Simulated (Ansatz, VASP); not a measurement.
## SrVO3 in VASP and in Ansatz

The input INCAR:

```
SYSTEM = SrVO3
PREC = Accurate ; ENCUT = 520
EDIFF = 1E-6 ; ISMEAR = 0
SIGMA = 0.047 ; LREAL = .FALSE.
LASPH = .TRUE. ; NELM = 150
ALGO = Normal ; ISIF = 2
LWAVE = .FALSE. ; LCHARG = .TRUE.
ISPIN = 2 ; MAGMOM = 2 0 0 0 0
LORBIT = 11 ; LMAXMIX = 4
GGA = PE ; LELF = .TRUE.
LVHAR = .TRUE. ; NBANDS = 32
```

The input KPOINTS:

```
regular mesh
0
G
  6 6 6
  0 0 0
```

POSCAR

```
SrVO3
1.0
    3.8517973600      0.0000000000      0.0000000000
    0.0000000000      3.8517973600      0.0000000000
    0.0000000000      0.0000000000      3.8517973600
V O Sr
1 3 1
Direct
    0.0000000000      0.0000000000      0.0000000000
    0.5000000000      0.0000000000      0.0000000000
    0.0000000000      0.5000000000      0.0000000000
    0.0000000000      0.0000000000      0.5000000000
    0.5000000000      0.5000000000      0.5000000000
```

Input for Ansatz:

```yaml
crystal:
  lattice:
    - [3.85179736, 0.0, 0.0]
    - [0.0, 3.85179736, 0.0]
    - [0.0, 0.0, 3.85179736]
  atoms:
    - { symbol: V, position: [0.0, 0.0, 0.0], spin: 2.0 }
    - { symbol: O, position: [0.5, 0.0, 0.0] }
    - { symbol: O, position: [0.0, 0.5, 0.0] }
    - { symbol: O, position: [0.0, 0.0, 0.5] }
    - { symbol: Sr, position: [0.5, 0.5, 0.5] }
kpoints:
  mp_grid: { grid: [6, 6, 6], shift: [0, 0, 0] }
  band_path:
    path:
      - [0.0, 0.0, 0.0]
      - [0.0, 0.5, 0.0]
      - [0.5, 0.5, 0.0]
      - [0.0, 0.0, 0.0]
      - [0.5, 0.5, 0.5]
      - [0.0, 0.5, 0.0]
      - [0.5, 0.5, 0.5]
      - [0.5, 0.5, 0.0]
    npoints: 8
magnetization:
  spin_polarized: true
scf:
  occupations: { method: gaussian, width: 0.047 }
  lower_state_search: "off"
  max_iter: 200
hamiltonian:
  pseudopotentials: { kind: paw }
  xc: pbe
basis:
  ecutwfc: 420
  fft_grid_basis: typed
output:
  forces: true
  stress: true
  eigenvalues: true
  bader: true
  populations: true
  elf: true
  write_potential: true
  volumetric_format: npy
  dos:
    e_range: [-12, 8]
    de: 0.05
    projected: { site_lists: { O: [O], Sr: [Sr], V: [V] } }
checkpoint:
  read: saved_state
```

Alike in both runs: task single point; functional PBE; k mesh 6 × 6 × 6; occupations gaussian, width 0.047 eV; collinear spin.

```csv
,VASP,Ansatz
version,VASP 6.6.1,Ansatz 0.2.0
potentials or method,"VASP PAW PBE potentials, release 64 (V_sv, O, Sr_sv), cutoff 520 eV",PAW plane waves
valence electrons in the cell,41,41
```

Ansatz gave:

```
pressure (GPa)                                                : 1.2
net moment per atom (μB)                                      : 0.10
size of the moment on the site where the two differ most (μB) : 0.39
```

Task: What did VASP give for the same quantities?

Result: Pressure (GPa): 2.1; net moment per atom (μB): 0.10; size of the moment on the site where the two differ most (μB): 0.48.

Site moments also hang on the region over which each program counts them.
